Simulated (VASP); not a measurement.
A run of VASP 6.6.1:

INCAR

```
PREC     = Accurate       # precision mode
ENCUT    = 520            # plane-wave cutoff, eV
EDIFF    = 1E-6           # SCF threshold, eV
ISMEAR   = -1             # smearing method
SIGMA    = 0.05           # smearing width, eV
LREAL    = F              # projectors in reciprocal space
LASPH    = T              # aspherical terms in the spheres
NELM     = 150            # most SCF steps
ALGO     = Normal         # electronic algorithm
ISIF     = 2              # what is computed and relaxed
LWAVE    = F              # write WAVECAR
LCHARG   = T              # write CHGCAR
ISPIN    = 2              # spin polarisation
MAGMOM   = 1 0 0          # initial moments
LORBIT   = 11             # projections on sites
LMAXMIX  = 6              # l up to which the mixer works
GGA      = RE             # functional
IVDW     = 12             # dispersion correction
LELF     = T              # ELF
LVHAR    = T            
NBANDS   = 23             # bands
```

File KPOINTS:

```
regular mesh
0
Gamma
  9 9 9
```

POSCAR

```
CeO2
1.0
    0.0000000000      2.7392284221      2.7392284221
    2.7392284221      0.0000000000      2.7392284221
    2.7392284221      2.7392284221      0.0000000000
Ce O
1 2
Direct
    0.0000000000      0.0000000000      0.0000000000
    0.7500000000      0.7500000000      0.7500000000
    0.2500000000      0.2500000000      0.2500000000
```

Potentials or basis: VASP PAW PBE potentials, release 64 (Ce, O).

The run is started by

```sh
$ cat potpaw_PBE.64/Ce/POTCAR potpaw_PBE.64/O/POTCAR > POTCAR
$ mpirun -np 1 vasp_std > vasp.out
```

Hardware: 1 thread of Intel(R) Xeon(R) Platinum 8488C (Sapphire Rapids) (shared host).

**Question.** Estimate the wall time of this run.

**Answer.** Run time: 87 s on 1 thread of Intel(R) Xeon(R) Platinum 8488C (Sapphire Rapids), on a shared host, peak memory 0.24 GiB. Counts: scf iterations 20, k points 35.
